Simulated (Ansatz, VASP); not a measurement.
Given: the input of a run of Ansatz 0.2.0 on Al2O3.

File input.yaml:

```yaml
crystal:
  lattice:
    - [2.38025, 1.3742379782, 4.3318666667]
    - [-2.38025, 1.3742379782, 4.3318666667]
    - [0.0, -2.7484759565, 4.3318666667]
  atoms:
    - { symbol: Al, position: [0.85216, 0.85216, 0.85216] }
    - { symbol: Al, position: [0.64784, 0.64784, 0.64784] }
    - { symbol: Al, position: [0.14784, 0.14784, 0.14784] }
    - { symbol: Al, position: [0.35216, 0.35216, 0.35216] }
    - { symbol: O, position: [0.05668, 0.75, 0.44332] }
    - { symbol: O, position: [0.75, 0.44332, 0.05668] }
    - { symbol: O, position: [0.44332, 0.05668, 0.75] }
    - { symbol: O, position: [0.94332, 0.25, 0.55668] }
    - { symbol: O, position: [0.25, 0.55668, 0.94332] }
    - { symbol: O, position: [0.55668, 0.94332, 0.25] }
hamiltonian:
  xc: pbe
  pseudopotentials: { kind: paw }
kpoints:
  mp_grid: { grid: [5, 5, 5] }
scf:
  occupations: { method: fermi_dirac, width: 0.05 }
output:
  forces: true
  stress: true
  eigenvalues: true
```

Potentials or basis: Ansatz PAW.

Run with:

```sh
$ ansatz run input.yaml --threads 2 --pin off --max-ram 5120MiB --backend cpu --events-out ev --progress --plain --runs-dir out
```

Question: Set up the same calculation for VASP 6.6.1. Potentials there: VASP PAW PBE potentials, release 64 (Al, O).

Answer: As run (the cutoff follows the program's own potentials):

The input INCAR:

```
PREC = Accurate ; ENCUT = 520
EDIFF = 1E-7 ; ISMEAR = -1
SIGMA = 0.05 ; LREAL = F
LASPH = T ; NELM = 100
ALGO = Normal ; ISIF = 2
LWAVE = F ; LCHARG = T
GGA = PE ; LELF = T
LVHAR = T ; NBANDS = 35
```

KPOINTS

```
Automatic mesh
0
Gamma
  5 5 5
```

File POSCAR:

```
Al2O3
1.0
    2.3802500000      1.3742379782      4.3318666667
   -2.3802500000      1.3742379782      4.3318666667
    0.0000000000     -2.7484759565      4.3318666667
Al O
4 6
Direct
    0.8521600000      0.8521600000      0.8521600000
    0.6478400000      0.6478400000      0.6478400000
    0.1478400000      0.1478400000      0.1478400000
    0.3521600000      0.3521600000      0.3521600000
    0.0566800000      0.7500000000      0.4433200000
    0.7500000000      0.4433200000      0.0566800000
    0.4433200000      0.0566800000      0.7500000000
    0.9433200000      0.2500000000      0.5566800000
    0.2500000000      0.5566800000      0.9433200000
    0.5566800000      0.9433200000      0.2500000000
```

Potentials or basis: VASP PAW PBE potentials, release 64 (Al, O).

Run with:

```console
$ cat potpaw_PBE.64/Al/POTCAR potpaw_PBE.64/O/POTCAR > POTCAR
$ mpirun -np 1 vasp_std > vasp.out
```

Both were run:

|  | VASP | Ansatz | Ansatz less VASP |
| --- | --- | --- | --- |
| gap on the k mesh at the Fermi level (eV) | 6.22 | 6.22 | +0.002 |
| least direct gap on the mesh (eV) | 6.22 | 6.22 | +0.002 |
| pressure (GPa) | 7.2 | 7.3 | +0.15 |
| traceless stress, the component that is largest in VASP (GPa) | -0.42 | -0.39 | +0.029 |
| rms of the force components (eV/Å) | 0.015 | 0.015 | +0.0003 |

Atom by atom the forces differ by 0.001 eV/Å (rms over components).

Noted on Ansatz's run: odd divisions of the mesh miss points on the zone boundary, where band edges often lie, so the gap on the mesh can be too wide.
